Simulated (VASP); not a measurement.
# CaS (Fm-3m) in VASP: a series of runs

The runs below take CaS through single point, with PBEsol.

All numbers are computed with VASP 6.6.1; they aren't measurements. Logs are shortened: lines on timing, memory, paths and dates and some standing lists are left out, and cuts for length are marked.

**1. The cell of the first run**

The structure is cubic, space group Fm-3m (No. 225). The conventional cell has a = 5.402 Å, b = 5.402 Å, c = 5.402 Å, α = 90.00°, β = 90.00°, γ = 90.00°. Ca (site symmetry m-3m) has 6 S at 2.70 Å within 3.6 Å. S (site symmetry m-3m) has 6 Ca at 2.70 Å within 3.6 Å.

**2. Single point, PBEsol (strain -0.050 along x and y, -0.050 along z)**

The input, INCAR:

```
SYSTEM = CaS
PREC = Accurate
ENCUT = 500
EDIFF = 1E-6
ISMEAR = 0
SIGMA = 0.05
LREAL = .False.
LASPH = .True.
NELM = 120
ALGO = Normal
ISIF = 2
LWAVE = .False.
LCHARG = .False.
GGA = PS
NBANDS = 15
GGA_COMPAT = .False.
```

The input, KPOINTS:

```
regular mesh
0
Gamma
  8 8 8
  0 0 0
```

The input, POSCAR:

```
CaS
1.0
    0.0000000000      2.7008500000      2.7008500000
    2.7008500000      0.0000000000      2.7008500000
    2.7008500000      2.7008500000      0.0000000000
Ca S
1 1
Direct
    0.0000000000      0.0000000000      0.0000000000
    0.5000000000      0.5000000000      0.5000000000
```

Potentials or basis: VASP PAW PBE potentials, release 64 (Ca_sv, S).

On the command line:

```bash
$ cat potpaw_PBE.64/Ca_sv/POTCAR potpaw_PBE.64/S/POTCAR > POTCAR
$ mpirun -np 1 vasp_std > vasp.out
```

OUTCAR:

```text
SYSTEM = CaS
   PREC = Accurate
   ENCUT = 500
   EDIFF = 1E-6
   ISMEAR = 0
   LREAL = .False.
   LASPH = .True.
   NELM = 120
   ISIF = 2
   GGA = PS

 ion  position               nearest neighbor table
   1  0.000  0.000  0.000-   2 2.70   2 2.70   2 2.70   2 2.70   2 2.70   2 2.70
   2  0.500  0.500  0.500-   1 2.70   1 2.70   1 2.70   1 2.70   1 2.70   1 2.70

  LATTYP: Found a face centered cubic cell.
 ALAT       =     5.4017000000

  Lattice vectors:

 A1 = (   0.0000000000,   2.7008500000,   2.7008500000)
 A2 = (   2.7008500000,   0.0000000000,   2.7008500000)
 A3 = (   2.7008500000,   2.7008500000,   0.0000000000)

Analysis of symmetry for initial positions (statically):
=====================================================================
 Subroutine PRICEL returns:
 Original cell was already a primitive cell.

 Routine SETGRP: Setting up the symmetry group for a
 face centered cubic supercell.

 Subroutine GETGRP returns: Found 48 space group operations
 (whereof 48 operations were pure point group operations)
 out of a pool of 48 trial point group operations.

The static configuration has the point symmetry O_h .

Analysis of symmetry for dynamics (positions and initial velocities):
=====================================================================
 Subroutine PRICEL returns:
 Original cell was already a primitive cell.

 Routine SETGRP: Setting up the symmetry group for a
 face centered cubic supercell.

 Subroutine GETGRP returns: Found 48 space group operations
 (whereof 48 operations were pure point group operations)
 out of a pool of 48 trial point group operations.

The dynamic configuration has the point symmetry O_h .

 Subroutine INISYM returns: Found 48 space group operations
 (whereof 48 operations are pure point group operations),
 and found     1 'primitive' translations

----------------------------------------------------------------------------------------

                                     Primitive cell

  volume of cell :      39.4032

  direct lattice vectors                    reciprocal lattice vectors
     0.000000000  2.700850000  2.700850000    -0.185126904  0.185126904  0.185126904
     2.700850000  0.000000000  2.700850000     0.185126904 -0.185126904  0.185126904
     2.700850000  2.700850000  0.000000000     0.185126904  0.185126904 -0.185126904

  length of vectors
     3.819578700  3.819578700  3.819578700     0.320649204  0.320649204  0.320649204

  position of ions in fractional coordinates (direct lattice)
     0.000000000  0.000000000  0.000000000
     0.500000000  0.500000000  0.500000000

  ion indices of the primitive-cell ions
   primitive index   ion index
                 1           1
                 2           2

----------------------------------------------------------------------------------------

 KPOINTS: regular mesh

Automatic generation of k-mesh.
 Grid dimensions read from file:
 generate k-points for:    8    8    8

 Generating k-lattice:

  Cartesian coordinates                     Fractional coordinates (reciprocal lattice)
    -0.023140863  0.023140863  0.023140863     0.125000000  0.000000000  0.000000000
     0.023140863 -0.023140863  0.023140863     0.000000000  0.125000000  0.000000000
     0.023140863  0.023140863 -0.023140863     0.000000000  0.000000000  0.125000000

  Length of vectors
     0.040081151  0.040081151  0.040081151

  Shift w.r.t. Gamma in fractional coordinates (k-lattice)
     0.000000000  0.000000000  0.000000000

 Subroutine IBZKPT returns following result:
 ===========================================

 Found     29 irreducible k-points:

 Following reciprocal coordinates:
            Coordinates               Weight
  0.000000  0.000000  0.000000      1.000000
  0.125000  0.000000  0.000000      8.000000
  0.250000  0.000000  0.000000      8.000000
  0.375000  0.000000  0.000000      8.000000
  0.500000  0.000000  0.000000      4.000000
  0.125000  0.125000  0.000000      6.000000
[... 16 lines left out ...]
  0.500000  0.250000  0.125000     48.000000
 -0.375000  0.250000  0.125000     24.000000
 [... further k-points ...]
   k-points           NKPTS =     29   k-points in BZ     NKDIM =     29   number of bands    NBANDS=     15
   number of dos      NEDOS =    301   number of ions     NIONS =      2
   total plane-waves  NPLWV =  21952
   dimension x,y,z NGX =    28 NGY =   28 NGZ =   28
   dimension x,y,z NGXF=    56 NGYF=   56 NGZF=   56
   ions per type =               1   1
   NGX,Y,Z   is equivalent  to a cutoff of  12.19, 12.19, 12.19 a.u.
   NGXF,Y,Z  is equivalent  to a cutoff of  24.37, 24.37, 24.37 a.u.
 SYSTEM =  CaS
   PREC   = accura    normal or accurate (medium, high low for compatibility)
   ISTART =      0    job   : 0-new  1-cont  2-samecut
   ICHARG =      2    charge: 1-file 2-atom 10-const
   ISPIN  =      1    spin polarized calculation?
   LNONCOLLINEAR =      F non collinear calculations
   LSORBIT =      F    spin-orbit coupling
   LASPH  =      T    aspherical Exc in radial PAW
   ENCUT  =  500.0 eV  36.75 Ry    6.06 a.u.   6.96  6.96  6.96*2*pi/ulx,y,z
   NELM   =    120;   NELMIN=  2; NELMDL= -5     # of ELM steps
   EDIFF  = 0.1E-05   stopping-criterion for ELM
   LREAL  =      F    real-space projection
   EDIFFG = 0.1E-04   stopping-criterion for IOM
   NSW    =      0    number of steps for IOM
   IBRION =     -1    ionic relax: 0-MD 1-quasi-New 2-CG
   NFREE  =      0    steps in history (QN), initial steepest desc. (CG)
   ISIF   =      2    stress and relaxation
   ISYM   =      2    0-nonsym 1-usesym 2-fastsym
   POTIM  = 0.5000    time-step for ionic-motion
   TEBEG  =    0.0;   TEEND  =   0.0 temperature during run
   PSTRESS=    0.0 pullay stress
   NELECT =      16.0000    total number of electrons
   NUPDOWN=      -1.0000    fix difference up-down
   EMIN   =  10.00;   EMAX   =-10.00  energy-range for DOS
   EFERMI =   0.00;   METHOD = LEGACY
   ISMEAR =     0;   SIGMA  =   0.05  broadening in eV -4-tet -1-fermi 0-gaus
   EFERMI_NEDOS =   21; number of points for ismear=-14 and -15
   IALGO  =     38    algorithm
   IMIX   =      4    mixing-type and parameters
     AMIX     =   0.40;   BMIX     =  1.00
     AMIX_MAG =   1.60;   BMIX_MAG =  1.00
  volume/ion in A,a.u.               =      19.70       132.95
  Fermi-wavevector in a.u.,A,eV,Ry     =   1.212284  2.290885 19.995563  1.469632
  Thomas-Fermi vector in A             =   2.347773
   LORBIT       =      0    0 simple, 1 ext, 2 COOP (PROOUT), +10 PAW based schemes
   GGA     = PS    functional components
   LHFCALC =     F    Hartree Fock is set to
   AEXX    =    0.0000 exact exchange contribution
   IVDW    =     0    specifies the selected vdW correction
   LEPSILON=     F    determine dielectric tensor
   LRPA    =     F    only Hartree local field effects (RPA)
 non-spin polarized calculation
 Gauss-broadening in eV      SIGMA  =   0.05
  energy-cutoff  :      500.00
  volume of cell :       39.40
 maximum number of plane-waves:      1012
   NGX = 13   NGY = 13   NGZ = 13

 number of electron      15.9999999 magnetization

 Free energy of the ion-electron system (eV)
  ---------------------------------------------------
  ext. energy  EPLUGINS =         0.00000000
  ---------------------------------------------------
  free energy    TOTEN  =       -10.75632353 eV

  energy without entropy =      -10.75632353  energy(sigma->0) =      -10.75632353

 E-fermi :   4.2417     XC(G=0): -10.2158

 val. band max:        3.8889131042   @ k =   0.0000   0.0000   0.0000
 cond. band min:       5.6543416415   @ k =   0.5000   0.5000   0.0000
 fundamental gap:      1.7654285373
 Fermi energy:         4.2416768588

 k-point     1 :       0.0000    0.0000    0.0000
  band No.  band energies     occupation
      1     -34.6149      2.00000
      2     -15.6961      2.00000
      3     -15.6961      2.00000
      4     -15.6961      2.00000
      5      -8.0257      2.00000
      6       3.8889      2.00000
      7       3.8889      2.00000
      8       3.8889      2.00000
      9       7.8542      0.00000
     10       7.8542      0.00000
     11       7.8542      0.00000
     12       8.6358      0.00000
     13       8.6358      0.00000
     14       8.9267      0.00000
     15      14.8502      0.00000

 k-point     2 :       0.1250    0.0000    0.0000
  band No.  band energies     occupation
      1     -34.6109      2.00000
      2     -15.7516      2.00000
      3     -15.6997      2.00000
      4     -15.6997      2.00000
      5      -7.8610      2.00000
      6       3.0973      2.00000
      7       3.5652      2.00000
      8       3.5652      2.00000
      9       7.9427      0.00000
     10       8.1410      0.00000
     11       8.1410      0.00000
     12       9.1829      0.00000
     13       9.1829      0.00000
     14       9.7074      0.00000
     15      15.2915      0.00000

 k-point     3 :       0.2500    0.0000    0.0000
  band No.  band energies     occupation
      1     -34.6012      2.00000
      2     -15.8803      2.00000
      3     -15.7082      2.00000
      4     -15.7082      2.00000
      5      -7.4424      2.00000
      6       1.6933      2.00000
      7       2.9644      2.00000
      8       2.9644      2.00000
      9       8.1326      0.00000
     10       8.8643      0.00000
     11       8.8643      0.00000
     12      10.5030      0.00000
     13      10.5030      0.00000
     14      11.1089      0.00000
     15      15.1407      0.00000
[... 343 lines left out ...]
 k-point    23 :       0.5000    0.2500    0.1250
  band No.  band energies     occupation
      1     -34.5864      2.00000
      2     -15.9578      2.00000
      3     -15.7889      2.00000
      4     -15.7376      2.00000
      5      -6.9950      2.00000
      6       0.8546      2.00000
      7       2.2399      2.00000
      8       2.4899      2.00000
      9       8.1050      0.00000
     10      10.1467      0.00000
     11      10.4453      0.00000
     12      10.6216      0.00000
     13      11.3943      0.00000
     14      13.2502      0.00000
     15      13.5909      0.00000

 k-point    24 :      -0.3750    0.2500    0.1250
  band No.  band energies     occupation
      1     -34.5832      2.00000
      2     -15.9830      2.00000
      3     -15.7950      2.00000
      4     -15.7471      2.00000
      5      -6.8800      2.00000
      6       0.6961      2.00000
      7       2.0184      2.00000
      8       2.3743      2.00000
      9       8.9532      0.00000
     10       9.3378      0.00000
     11      10.8190      0.00000
     12      11.3168      0.00000
     13      11.5750      0.00000
     14      12.5469      0.00000
     15      14.3334      0.00000

 [... further k-points ...]

------------------------ aborting loop because EDIFF is reached ----------------------------------------

  FORCE on cell =-STRESS in cart. coord.  units (eV):
  Direction    XX          YY          ZZ          XY          YZ          ZX
  --------------------------------------------------------------------------------------
  -------------------------------------------------------------------------------------
  Total        2.5522494      2.5522494      2.5522494      0.0000000      0.0000000     -0.0000000
  in kB      103.7772826    103.7772826    103.7772826      0.0000000      0.0000000     -0.0000000
  external PRESSURE =     103.7772826 kB  Pullay stress =       0.0000000 kB

 VOLUME and BASIS-vectors are now :
 -----------------------------------------------------------------------------
  energy-cutoff  :      500.00
  volume of cell :       39.40
      direct lattice vectors                 reciprocal lattice vectors
     0.000000000  2.700850000  2.700850000    -0.185126904  0.185126904  0.185126904
     2.700850000  0.000000000  2.700850000     0.185126904 -0.185126904  0.185126904
     2.700850000  2.700850000  0.000000000     0.185126904  0.185126904 -0.185126904

 POSITION                                       TOTAL-FORCE (eV/Angst)
 -----------------------------------------------------------------------------------
      0.00000      0.00000      0.00000         0.000000      0.000000     -0.000000
      2.70085      2.70085      2.70085        -0.000000     -0.000000      0.000000
 -----------------------------------------------------------------------------------
    total drift:                                0.000000      0.000000      0.000000

  FREE ENERGIE OF THE ION-ELECTRON SYSTEM (eV)
  ---------------------------------------------------
  free  energy   TOTEN  =       -10.7563235296 eV

  energy  without entropy=      -10.7563235296  energy(sigma->0) =      -10.75632353
```

Wall time 9.8 s (1 thread of Intel Xeon Platinum 8488C (Sapphire Rapids), shared host); peak memory 0.16 GiB.

Results:

```
Free energy            : -10.7563 eV
Pressure               : 10.4 GPa
Band gap on the k mesh : 1.77 eV, indirect (least direct gap 2.69 eV)
```

Levels at points of the mesh, in eV from the valence-band top:
| k point | band 5 | band 6 | band 7 | band 8 | band 9 | band 10 | band 11 | band 12 |
| --- | --- | --- | --- | --- | --- | --- | --- | --- |
| (0.00, 0.00, 0.00) | -11.91 | 0.00 | 0.00 | 0.00 | 3.97 | 3.97 | 3.97 | 4.75 |
| (0.50, 0.00, 0.00) | -10.66 | -3.77 | -1.56 | -1.56 | 5.35 | 6.53 | 6.62 | 6.62 |
| (0.50, 0.50, 0.00) | -11.10 | -2.64 | -0.93 | -0.93 | 1.77 | 5.82 | 6.68 | 7.38 |

Caveat: the cell differs from its parent crystal (strain -0.050 along x and y, -0.050 along z); the PAW data sets were made with another functional, which shifts forces and pressure a little.

**3. Single point, PBEsol**

The input, INCAR:

```
SYSTEM = CaS
ALGO = Normal
EDIFF = 1E-6
ENCUT = 500
GGA = PS
GGA_COMPAT = .False.
ISIF = 2
ISMEAR = -4
LASPH = .True.
LCHARG = .False.
LREAL = .False.
LWAVE = .False.
NBANDS = 15
NELM = 120
PREC = Accurate
SIGMA = 0.05
```

The input, KPOINTS:

```
k-points
0
Gamma
  8 8 8
  0 0 0
```

POSCAR is that of step 2.

Potentials or basis: VASP PAW PBE potentials, release 64 (Ca_sv, S).

On the command line:

```bash
$ cat potpaw_PBE.64/Ca_sv/POTCAR potpaw_PBE.64/S/POTCAR > POTCAR
$ mpirun -np 1 vasp_std > vasp.out
```

Run time: 10 s. Hardware: 1 thread of Intel Xeon Platinum 8488C (Sapphire Rapids), shared host; peak memory 0.16 GiB.

The run converged. Its results:

```
Free energy            : -10.7563 eV
Pressure               : 10.4 GPa
Band gap on the k mesh : 1.77 eV, indirect (least direct gap 2.69 eV)
```

Levels at points of the mesh, in eV from the valence-band top:
| k point | band 4 | band 5 | band 6 | band 7 | band 8 | band 9 | band 10 | band 11 | band 12 | band 13 |
| --- | --- | --- | --- | --- | --- | --- | --- | --- | --- | --- |
| (0.00, 0.00, 0.00) | -19.59 | -11.91 | 0.00 | 0.00 | 0.00 | 3.97 | 3.97 | 3.97 | 4.75 | 4.75 |
| (0.50, 0.00, 0.00) | -19.61 | -10.66 | -3.77 | -1.56 | -1.56 | 5.35 | 6.53 | 6.62 | 6.62 | 9.22 |
| (0.50, 0.50, 0.00) | -19.68 | -11.10 | -2.64 | -0.93 | -0.93 | 1.77 | 5.82 | 6.68 | 7.38 | 7.38 |

Caveat: the PAW data sets were made with another functional, which shifts forces and pressure a little.

(Part 1 of 2 ends here.)
